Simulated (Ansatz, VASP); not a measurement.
**YN in VASP and in Ansatz**

```xyz
2
Lattice="0.0000 2.4162 2.4162 2.4162 0.0000 2.4162 2.4162 2.4162 0.0000" Properties=species:S:1:pos:R:3 pbc="T T T"
Y     0.0000    0.0000    0.0000
N     2.4162    2.4162    2.4162
```

Alike in both runs: task single point; functional LDA; k mesh 6 × 6 × 6; occupations gaussian, width 0.05 eV; no spin polarisation.

|  | VASP | Ansatz |
| --- | --- | --- |
| version | VASP 6.6.1 | Ansatz 0.2.0 |
| potentials or method | VASP PAW LDA potentials, release 64 (Y_sv, N), cutoff 600 eV | scalar-relativistic, plane waves, PAW |
| valence electrons in the cell | 16 | 16 |

Ansatz gave:

* gap on the k mesh at the Fermi level (eV): 0.03
* least direct gap on the mesh (eV): 0.39
* pressure (GPa): -1.2

Question: Estimate VASP's values.

Answer: gap on the k mesh at the Fermi level (eV): 0.02; least direct gap on the mesh (eV): 0.37; pressure (GPa): -1.1.

LDA's correlation is that of Perdew and Zunger in VASP and of Perdew and Wang (1992) in Ansatz.
